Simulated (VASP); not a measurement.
Here is a VASP 6.6.1 calculation.

Contents of INCAR:

```
PREC = Accurate
ENCUT = 520
EDIFF = 1E-6
ISMEAR = 0
SIGMA = 0.1
LREAL = False
LASPH = True
NELM = 150
ALGO = Normal
ISIF = 2
LWAVE = False
LCHARG = False
ISPIN = 2
MAGMOM = 1.29
LORBIT = 11
NUPDOWN = 1.29
LMAXMIX = 4
GGA = PE
NBANDS = 14
```

Contents of KPOINTS:

```
Automatic mesh
0
Gamma
  14 14 14
```

File POSCAR:

```
Co
1.0
    0.0000000000      1.7895000000      1.7895000000
    1.7895000000      0.0000000000      1.7895000000
    1.7895000000      1.7895000000      0.0000000000
Co
1
Direct
    0.0000000000      0.0000000000      0.0000000000
```

Potentials or basis: VASP PAW PBE potentials, release 64 (Co).

Command:

```sh
$ cat potpaw_PBE.64/Co/POTCAR > POTCAR
$ mpirun -np 1 vasp_std > vasp.out
```

(1) Predict the pressure.

Results:

(1) -14.3 GPa.

Caveat: the total moment is fixed, so each spin has its own Fermi level.
